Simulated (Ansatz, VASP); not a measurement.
# One calculation of Ga2O, two programs

```
Ga O
1.0
     3.87147    0.00000    0.00000
     0.00000    3.87147    0.00000
     0.00000    0.00000    3.78282
Ga O
2 1
Cartesian
  0.0000 0.0000 0.0000
  1.9357 1.9357 0.0000
  1.9357 1.9357 1.8914
```

Alike in both runs: task single point; functional PBE; k mesh 4 × 4 × 4; occupations gaussian, width 0.1 eV; collinear spin.

```csv
,VASP,Ansatz
version,VASP 6.6.1,Ansatz 0.2.0
potentials or method,"VASP PAW PBE potentials, release 64 (Ga_d, O), cutoff 520 eV","scalar-relativistic, plane waves, PAW"
valence electrons in the cell,32,32
```

```csv
,VASP,Ansatz,Ansatz less VASP
gap on the k mesh at the Fermi level (eV),none,none,-
pressure (GPa),0.4,0.3,-0.15
"traceless stress, the component that is largest in VASP (GPa)",1.14,0.80,-0.339
net moment per atom (μB),0.00,0.00,0.000
```

A gap of «none» marks a metal or a gap that the smearing closes. Ansatz's warnings: seeded moment not kept.

The k mesh is coarse, so the values compare programs but aren't converged.
